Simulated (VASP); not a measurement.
# V (Pm-3m) in VASP: further runs

V is run at these levels: PBE; tasks: single point, relaxation of cell and atoms.

All numbers are computed with VASP 6.6.1; they aren't measurements. Logs are shortened: lines on timing, memory, paths and dates and some standing lists are left out, and cuts for length are marked.

### 1 The cell of the first run

It takes space group Pm-3m (No. 221, cubic). The conventional cell has a = 2.444 Å, b = 2.444 Å, c = 2.444 Å, α = 90.00°, β = 90.00°, γ = 90.00°. V (site symmetry m-3m) has 6 V at 2.44 Å within 3.2 Å.

### 2 Single point, PBE, collinear spin, ferromagnetic start

Contents of INCAR:

```
ALGO = Normal
EDIFF = 1E-6
ENCUT = 520
GGA = PE
ISIF = 2
ISMEAR = -1
ISPIN = 2
LASPH = T
LCHARG = F
LMAXMIX = 4
LORBIT = 11
LREAL = F
LWAVE = F
MAGMOM = 1
NBANDS = 16
NELM = 150
PREC = Accurate
SIGMA = 0.05
```

Contents of KPOINTS:

```
k-points
0
Gamma
  13 13 13
```

Contents of POSCAR:

```
V
1.0
    2.4443045302      0.0000000000      0.0000000000
    0.0000000000      2.4443045302      0.0000000000
    0.0000000000      0.0000000000      2.4443045302
V
1
Direct
    0.0000000000      0.0000000000      0.0000000000
```

Potentials or basis: VASP PAW PBE potentials, release 64 (V_sv).

Started as:

```bash
cat potpaw_PBE.64/V_sv/POTCAR > POTCAR
mpirun -np 1 vasp_std > vasp.out
```

OUTCAR:

```text
EDIFF = 1E-6
   ENCUT = 520
   GGA = PE
   ISIF = 2
   ISMEAR = -1
   ISPIN = 2
   LASPH = T
   LORBIT = 11
   LREAL = F
   NELM = 150
   PREC = Accurate

 ion  position               nearest neighbor table
   1  0.000  0.000  0.000-

  LATTYP: Found a simple cubic cell.
 ALAT       =     2.4443045302

  Lattice vectors:

 A1 = (   2.4443045302,   0.0000000000,   0.0000000000)
 A2 = (   0.0000000000,   2.4443045302,   0.0000000000)
 A3 = (   0.0000000000,   0.0000000000,   2.4443045302)

Analysis of symmetry for initial positions (statically):
=====================================================================
 Subroutine PRICEL returns:
 Original cell was already a primitive cell.

 Routine SETGRP: Setting up the symmetry group for a
 simple cubic supercell.

 Subroutine GETGRP returns: Found 48 space group operations
 (whereof 48 operations were pure point group operations)
 out of a pool of 48 trial point group operations.

The static configuration has the point symmetry O_h .

Analysis of symmetry for dynamics (positions and initial velocities):
=====================================================================
 Subroutine PRICEL returns:
 Original cell was already a primitive cell.

 Routine SETGRP: Setting up the symmetry group for a
 simple cubic supercell.

 Subroutine GETGRP returns: Found 48 space group operations
 (whereof 48 operations were pure point group operations)
 out of a pool of 48 trial point group operations.

The dynamic configuration has the point symmetry O_h .

Analysis of structural, dynamic, and magnetic symmetry:
=====================================================================
 Subroutine PRICEL returns:
 Original cell was already a primitive cell.

 Routine SETGRP: Setting up the symmetry group for a
 simple cubic supercell.

 Subroutine GETGRP returns: Found 48 space group operations
 (whereof 48 operations were pure point group operations)
 out of a pool of 48 trial point group operations.

The overall configuration has the point symmetry O_h .

 Subroutine INISYM returns: Found 48 space group operations
 (whereof 48 operations are pure point group operations),
 and found     1 'primitive' translations

----------------------------------------------------------------------------------------

                                     Primitive cell

  volume of cell :      14.6038

  direct lattice vectors                    reciprocal lattice vectors
     2.444304530  0.000000000  0.000000000     0.409114326  0.000000000  0.000000000
     0.000000000  2.444304530  0.000000000     0.000000000  0.409114326  0.000000000
     0.000000000  0.000000000  2.444304530     0.000000000  0.000000000  0.409114326

  length of vectors
     2.444304530  2.444304530  2.444304530     0.409114326  0.409114326  0.409114326

  position of ions in fractional coordinates (direct lattice)
     0.000000000  0.000000000  0.000000000

  ion indices of the primitive-cell ions
   primitive index   ion index
                 1           1

----------------------------------------------------------------------------------------

 KPOINTS: k-points

Automatic generation of k-mesh.
 Grid dimensions read from file:
 generate k-points for:   13   13   13

 Generating k-lattice:

  Cartesian coordinates                     Fractional coordinates (reciprocal lattice)
     0.031470333  0.000000000  0.000000000     0.076923077  0.000000000  0.000000000
     0.000000000  0.031470333  0.000000000     0.000000000  0.076923077  0.000000000
     0.000000000  0.000000000  0.031470333     0.000000000  0.000000000  0.076923077

  Length of vectors
     0.031470333  0.031470333  0.031470333

  Shift w.r.t. Gamma in fractional coordinates (k-lattice)
     0.000000000  0.000000000  0.000000000

 Subroutine IBZKPT returns following result:
 ===========================================

 Found     84 irreducible k-points:

 Following reciprocal coordinates:
            Coordinates               Weight
  0.000000  0.000000  0.000000      1.000000
  0.076923  0.000000  0.000000      6.000000
  0.153846  0.000000  0.000000      6.000000
  0.230769  0.000000  0.000000      6.000000
  0.307692  0.000000  0.000000      6.000000
  0.384615  0.000000  0.000000      6.000000
[... 16 lines left out ...]
  0.307692  0.307692  0.000000     12.000000
  0.384615  0.307692  0.000000     24.000000
 [... further k-points ...]
   k-points           NKPTS =     84   k-points in BZ     NKDIM =     84   number of bands    NBANDS=     16
   number of dos      NEDOS =    301   number of ions     NIONS =      1
   total plane-waves  NPLWV =   5832
   dimension x,y,z NGX =    18 NGY =   18 NGZ =   18
   dimension x,y,z NGXF=    36 NGYF=   36 NGZF=   36
   ions per type =               1
   NGX,Y,Z   is equivalent  to a cutoff of  12.24, 12.24, 12.24 a.u.
   NGXF,Y,Z  is equivalent  to a cutoff of  24.48, 24.48, 24.48 a.u.
 SYSTEM =  unknown system
   PREC   = accura    normal or accurate (medium, high low for compatibility)
   ISTART =      0    job   : 0-new  1-cont  2-samecut
   ICHARG =      2    charge: 1-file 2-atom 10-const
   ISPIN  =      2    spin polarized calculation?
   LNONCOLLINEAR =      F non collinear calculations
   LSORBIT =      F    spin-orbit coupling
   LASPH  =      T    aspherical Exc in radial PAW
   ENCUT  =  520.0 eV  38.22 Ry    6.18 a.u.   4.54  4.54  4.54*2*pi/ulx,y,z
   NELM   =    150;   NELMIN=  2; NELMDL= -5     # of ELM steps
   EDIFF  = 0.1E-05   stopping-criterion for ELM
   LREAL  =      F    real-space projection
   EDIFFG = 0.1E-04   stopping-criterion for IOM
   NSW    =      0    number of steps for IOM
   IBRION =     -1    ionic relax: 0-MD 1-quasi-New 2-CG
   NFREE  =      0    steps in history (QN), initial steepest desc. (CG)
   ISIF   =      2    stress and relaxation
   ISYM   =      2    0-nonsym 1-usesym 2-fastsym
   POTIM  = 0.5000    time-step for ionic-motion
   TEBEG  =    0.0;   TEEND  =   0.0 temperature during run
   PSTRESS=    0.0 pullay stress
   NELECT =      13.0000    total number of electrons
   NUPDOWN=      -1.0000    fix difference up-down
   EMIN   =  10.00;   EMAX   =-10.00  energy-range for DOS
   EFERMI =   0.00;   METHOD = LEGACY
   ISMEAR =    -1;   SIGMA  =   0.05  broadening in eV -4-tet -1-fermi 0-gaus
   EFERMI_NEDOS =   21; number of points for ismear=-14 and -15
   IALGO  =     38    algorithm
   IMIX   =      4    mixing-type and parameters
     AMIX     =   0.40;   BMIX     =  1.00
     AMIX_MAG =   1.60;   BMIX_MAG =  1.00
  volume/ion in A,a.u.               =      14.60        98.55
  Fermi-wavevector in a.u.,A,eV,Ry     =   1.574831  2.975999 33.743712  2.480093
  Thomas-Fermi vector in A             =   2.675906
   LORBIT       =     11    0 simple, 1 ext, 2 COOP (PROOUT), +10 PAW based schemes
   GGA     = PE    functional components
   LHFCALC =     F    Hartree Fock is set to
   AEXX    =    0.0000 exact exchange contribution
   IVDW    =     0    specifies the selected vdW correction
   LEPSILON=     F    determine dielectric tensor
   LRPA    =     F    only Hartree local field effects (RPA)
 spin polarized calculation
  energy-cutoff  :      520.00
  volume of cell :       14.60
 maximum number of plane-waves:       405
   NGX =  9   NGY =  9   NGZ =  9

 number of electron      12.9999975 magnetization       0.0007496

 number of electron      12.9999975 magnetization      -0.0000696

 Free energy of the ion-electron system (eV)
  ---------------------------------------------------
  ext. energy  EPLUGINS =         0.00000000
  ---------------------------------------------------
  free energy    TOTEN  =        -8.15687084 eV

  energy without entropy =       -8.14883071  energy(sigma->0) =       -8.15285077

 E-fermi :   8.9434     XC(G=0): -12.3546

 val. band max:        8.8794186304   @ k =   0.4615   0.3846   0.1538
 cond. band min:       8.9586054551   @ k =   0.4615   0.3077   0.2308
 fundamental gap:      0.0791868247
 Fermi energy:         8.9433983838

 spin component 1

 k-point     1 :       0.0000    0.0000    0.0000
  band No.  band energies     occupation
      1     -54.9636      1.00000
      2     -28.2071      1.00000
      3     -28.2071      1.00000
      4     -28.2071      1.00000
      5       2.5406      1.00000
      6       6.7538      1.00000
[... 8 lines left out ...]
     15      32.0385      0.00000
     16      35.2503      0.00000

 k-point     2 :       0.0769    0.0000    0.0000
  band No.  band energies     occupation
      1     -54.9541      1.00000
      2     -28.2708      1.00000
      3     -28.2016      1.00000
      4     -28.2016      1.00000
      5       2.7170      1.00000
      6       6.7947      1.00000
[... 8 lines left out ...]
     15      32.8255      0.00000
     16      36.1468      0.00000

 k-point     3 :       0.1538    0.0000    0.0000
  band No.  band energies     occupation
      1     -54.9278      1.00000
      2     -28.4455      1.00000
      3     -28.1866      1.00000
      4     -28.1866      1.00000
      5       3.2209      1.00000
      6       6.9098      1.00000
[... 8 lines left out ...]
     15      33.3393      0.00000
     16      38.8783      0.00000

 k-point     4 :       0.2308    0.0000    0.0000
  band No.  band energies     occupation
      1     -54.8904      1.00000
      2     -28.6871      1.00000
      3     -28.1653      1.00000
      4     -28.1653      1.00000
      5       3.9837      1.00000
      6       7.0772      1.00000
[... 8 lines left out ...]
     15      33.3761      0.00000
     16      41.0422      0.00000
[... 324 lines left out ...]
 k-point    22 :       0.4615    0.2308    0.0000
  band No.  band energies     occupation
      1     -54.7282      1.00000
      2     -29.1865      1.00000
      3     -28.5629      1.00000
      4     -28.0738      1.00000
      5       6.6905      1.00000
      6       7.5576      1.00000
[... 8 lines left out ...]
     15      35.6953      0.00000
     16      37.9174      0.00000

 k-point    23 :       0.3077    0.3077    0.0000
  band No.  band energies     occupation
      1     -54.7408      1.00000
      2     -28.8580      1.00000
      3     -28.8278      1.00000
      4     -28.0808      1.00000
      5       6.0534      1.00000
      6       7.6550      1.00000
[... 8 lines left out ...]
     15      33.8929      0.00000
     16      37.9669      0.00000

 k-point    24 :       0.3846    0.3077    0.0000
  band No.  band energies     occupation
      1     -54.7084      1.00000
      2     -29.0395      1.00000
      3     -28.8144      1.00000
      4     -28.0627      1.00000
      5       6.1141      1.00000
      6       7.7245      1.00000
[... 8 lines left out ...]
     15      34.9894      0.00000
     16      37.2931      0.00000

 [... further k-points ...]

 spin component 2

 k-point     1 :       0.0000    0.0000    0.0000
  band No.  band energies     occupation
      1     -54.9636      1.00000
      2     -28.2071      1.00000
      3     -28.2071      1.00000
      4     -28.2071      1.00000
      5       2.5406      1.00000
      6       6.7538      1.00000
[... 8 lines left out ...]
     15      32.0386      0.00000
     16      35.2503      0.00000

 k-point     2 :       0.0769    0.0000    0.0000
  band No.  band energies     occupation
      1     -54.9541      1.00000
      2     -28.2709      1.00000
      3     -28.2017      1.00000
      4     -28.2017      1.00000
      5       2.7170      1.00000
      6       6.7947      1.00000
[... 8 lines left out ...]
     15      32.8255      0.00000
     16      36.1467      0.00000

 k-point     3 :       0.1538    0.0000    0.0000
  band No.  band energies     occupation
      1     -54.9278      1.00000
      2     -28.4455      1.00000
      3     -28.1867      1.00000
      4     -28.1867      1.00000
      5       3.2209      1.00000
      6       6.9098      1.00000
[... 8 lines left out ...]
     15      33.3394      0.00000
     16      38.8783      0.00000

 k-point     4 :       0.2308    0.0000    0.0000
  band No.  band energies     occupation
      1     -54.8904      1.00000
      2     -28.6872      1.00000
      3     -28.1654      1.00000
      4     -28.1654      1.00000
      5       3.9837      1.00000
      6       7.0771      1.00000
[... 8 lines left out ...]
     15      33.3761      0.00000
     16      41.0422      0.00000
[... 324 lines left out ...]
 k-point    22 :       0.4615    0.2308    0.0000
  band No.  band energies     occupation
      1     -54.7282      1.00000
      2     -29.1865      1.00000
      3     -28.5629      1.00000
      4     -28.0738      1.00000
      5       6.6904      1.00000
      6       7.5576      1.00000
[... 8 lines left out ...]
     15      35.6953      0.00000
     16      37.9174      0.00000

 k-point    23 :       0.3077    0.3077    0.0000
  band No.  band energies     occupation
      1     -54.7408      1.00000
      2     -28.8581      1.00000
      3     -28.8278      1.00000
      4     -28.0809      1.00000
      5       6.0534      1.00000
      6       7.6550      1.00000
[... 8 lines left out ...]
     15      33.8928      0.00000
     16      37.9670      0.00000

 k-point    24 :       0.3846    0.3077    0.0000
  band No.  band energies     occupation
      1     -54.7084      1.00000
      2     -29.0395      1.00000
      3     -28.8144      1.00000
      4     -28.0627      1.00000
      5       6.1141      1.00000
      6       7.7245      1.00000
[... 8 lines left out ...]
     15      34.9894      0.00000
     16      37.2932      0.00000

 [... further k-points ...]
[... 5 lines left out ...]
  --------------------------------------------------------------------------------------
  -------------------------------------------------------------------------------------
  Total        0.0298991      0.0298991      0.0298991      0.0000000      0.0000000      0.0000000
  in kB        3.2802231      3.2802231      3.2802231      0.0000000      0.0000000      0.0000000
  external PRESSURE =       3.2802231 kB  Pullay stress =       0.0000000 kB

 VOLUME and BASIS-vectors are now :
 -----------------------------------------------------------------------------
  energy-cutoff  :      520.00
  volume of cell :       14.60
      direct lattice vectors                 reciprocal lattice vectors
     2.444304530  0.000000000  0.000000000     0.409114326  0.000000000  0.000000000
     0.000000000  2.444304530  0.000000000     0.000000000  0.409114326  0.000000000
     0.000000000  0.000000000  2.444304530     0.000000000  0.000000000  0.409114326

 POSITION                                       TOTAL-FORCE (eV/Angst)
 -----------------------------------------------------------------------------------
      0.00000      0.00000      0.00000         0.000000      0.000000      0.000000
 -----------------------------------------------------------------------------------
    total drift:                               -0.000000      0.000000      0.000000

  FREE ENERGIE OF THE ION-ELECTRON SYSTEM (eV)
  ---------------------------------------------------
  free  energy   TOTEN  =        -8.1568708352 eV

  energy  without entropy=       -8.1488307075  energy(sigma->0) =       -8.15285077

 total charge

# of ion       s       p       d       tot
------------------------------------------
    1        2.350   6.161   3.223  11.734

 magnetization (x)

# of ion       s       p       d       tot
------------------------------------------
    1       -0.000  -0.000  -0.000  -0.000
```

It took 13 s on 1 thread of Intel Xeon 6975P-C (Granite Rapids), shared host; peak memory 0.14 GiB.

What came out:

```
Free energy                                           : -8.1569 eV
Pressure                                              : 0.3 GPa
Net moment                                            : 0.00 μB per cell
Valence electrons inside the program's atomic spheres : V 11.73
```

### 3 Relaxation of cell and atoms, PBE, collinear spin, ferromagnetic start

This run uses another cell than the first one, of 14.93 Å³/atom, 1.023 times its volume.

Contents of INCAR:

```
ALGO = Normal
EDIFF = 1E-7
EDIFFG = -0.01
ENCUT = 600
GGA = PE
IBRION = 2
ISIF = 3
ISMEAR = -1
ISPIN = 2
LASPH = T
LCHARG = F
LMAXMIX = 4
LORBIT = 11
LREAL = F
LWAVE = F
MAGMOM = 1
NELM = 150
NSW = 80
PREC = Accurate
SIGMA = 0.05
```

KPOINTS is that of step 2.

Contents of POSCAR:

```
V
1.0
    2.4625196618      0.0000000000      0.0000000000
    0.0000000000      2.4625196618      0.0000000000
    0.0000000000      0.0000000000      2.4625196618
V
1
Direct
    0.0000000000      0.0000000000      0.0000000000
```

Potentials or basis: VASP PAW PBE potentials, release 64 (V_sv).

Started as:

```bash
cat potpaw_PBE.64/V_sv/POTCAR > POTCAR
mpirun -np 1 vasp_std > vasp.out
```

It took 27 s on 1 thread of Intel Xeon 6975P-C (Granite Rapids), shared host; peak memory 0.15 GiB.

It converged, with:

```
Free energy                                           : -8.1571 eV
Relaxed volume                                        : 14.63 Å³/atom
Relaxed cell                                          : a = 2.446 Å, b = 2.446 Å, c = 2.446 Å, α = 90.00°, β = 90.00°, γ = 90.00°
Space group after relaxing (to 0.05 Å)                : Pm-3m (No. 221)
Energy gained by relaxing                             : 2.6 meV/atom
Ionic steps                                           : 3
Pressure after relaxing                               : 0.0 GPa
Net moment                                            : 0.00 μB per cell
Valence electrons inside the program's atomic spheres : V 11.73
```

The path:
| step | energy change (eV) | largest force (eV/Å) | pressure (GPa) | volume (Å³) |
| --- | --- | --- | --- | --- |
| 1 | 0.0000 | 0.0000 | -2.71 | 14.93 |
| 2 | -0.0009 | 0.0000 | 2.36 | 14.39 |
| 3 | -0.0026 | 0.0000 | -0.01 | 14.63 |

Final structure:
```
CELL_PARAMETERS angstrom
2.44593 0.00000 0.00000
0.00000 2.44593 0.00000
0.00000 0.00000 2.44593
ATOMIC_POSITIONS crystal
V 0.00000 0.00000 0.00000
```

Levels at points of the mesh, in eV from the Fermi level:
Spin up:
| k point | band 3 | band 4 | band 5 | band 6 | band 7 | band 8 | band 9 | band 10 | band 11 |
| --- | --- | --- | --- | --- | --- | --- | --- | --- | --- |
| (0.00, 0.00, 0.00) | -37.15 | -37.15 | -6.40 | -2.18 | -2.18 | 3.48 | 3.48 | 3.48 | 18.26 |
Spin down:
```csv
k point,band 5,band 6,band 7,band 8,band 9,band 10
"(0.00, 0.00, 0.00)",-6.40,-2.18,-2.18,3.48,3.48,3.48
```

### 4 Single point, PBE, collinear spin, ferromagnetic start (volume scaled by 0.88)

Contents of INCAR:

```
PREC     = Accurate       # precision mode
ENCUT    = 520            # plane-wave cutoff, eV
EDIFF    = 1E-6           # SCF threshold, eV
ISMEAR   = -1             # smearing method
SIGMA    = 0.05           # smearing width, eV
LREAL    = F              # projectors in reciprocal space
LASPH    = T              # aspherical terms in the spheres
NELM     = 150            # most SCF steps
ALGO     = Normal         # electronic algorithm
ISIF     = 2              # what is computed and relaxed
LWAVE    = F              # write WAVECAR
LCHARG   = F              # write CHGCAR
ISPIN    = 2              # spin polarisation
MAGMOM   = 1              # initial moments
LORBIT   = 11             # projections on sites
LMAXMIX  = 4              # l up to which the mixer works
GGA      = PE             # functional
NBANDS   = 16             # bands
```

Contents of KPOINTS:

```
regular mesh
0
Gamma
  21 21 21
```

Contents of POSCAR:

```
V
1.0
    2.3423378525      0.0000000000      0.0000000000
    0.0000000000      2.3423378525      0.0000000000
    0.0000000000      0.0000000000      2.3423378525
V
1
Direct
    0.0000000000      0.0000000000      0.0000000000
```

Started as:

```bash
cat potpaw_PBE.64/V_sv/POTCAR > POTCAR
mpirun -np 1 vasp_std > vasp.out
```

Wall time 36 s (1 thread of Intel Xeon 6975P-C (Granite Rapids), shared host); peak memory 0.19 GiB.

The run converged. Its results:

```yaml
Free_energy: -8.0238 eV
Pressure: 24.5 GPa
Net_moment: 0.00 μB per cell
Valence_electrons_inside_the_program's_atomic_spheres: V 11.96
```

Levels at points of the mesh, in eV from the Fermi level:
Spin up:
```tsv
k point	band 4	band 5	band 6	band 7	band 8	band 9	band 10	band 11
(0.00, 0.00, 0.00)	-36.79	-6.63	-2.55	-2.55	4.13	4.13	4.13	19.98
```
Spin down:
| k point | band 3 | band 4 | band 5 | band 6 | band 7 | band 8 | band 9 | band 10 | band 11 | band 12 |
| --- | --- | --- | --- | --- | --- | --- | --- | --- | --- | --- |
| (0.00, 0.00, 0.00) | -36.79 | -36.79 | -6.63 | -2.54 | -2.54 | 4.13 | 4.13 | 4.13 | 19.98 | 19.98 |

Caveat: the cell differs from its parent crystal (volume scaled by 0.88).

[end of part 1 of 2]
